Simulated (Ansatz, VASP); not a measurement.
Two plane-wave programs on Mn

```
Mn
1.0
     0.00000    2.70123    2.70123
     2.70123    0.00000    2.70123
     2.70123    2.70123    0.00000
Mn
2
Direct
  0.12500 0.12500 0.12500
  0.87500 0.87500 0.87500
```

Alike in both runs: task single point; functional BLYP; k mesh 12 × 12 × 12; occupations fermi-dirac, width 0.05 eV; collinear spin.

|  | VASP | Ansatz |
| --- | --- | --- |
| version | VASP 6.6.1 | Ansatz 0.2.0 |
| potentials or method | VASP PAW PBE potentials, release 64 (Mn_pv), cutoff 520 eV | plane waves (420 eV) with PAW, scalar-relativistic |
| valence electrons in the cell | 26 | 30 |

Ansatz gave:

```
pressure (GPa)                                                : -4.1
net moment per atom (μB)                                      : 0.00
size of the moment on the site where the two differ most (μB) : 2.58
```

Question: What did VASP give for the same quantities?

Answer: Pressure (GPa): -3.9; net moment per atom (μB): 0.00; size of the moment on the site where the two differ most (μB): 2.73.

VASP's potentials were made for PBE, not for BLYP. Site moments also hang on the region over which each program counts them. The functional is the same, so the differences come from potentials, cutoffs and numerics. VASP's potentials hold 26 valence electrons a cell and Ansatz's 30, so a difference there can come from the potentials and not from the codes.
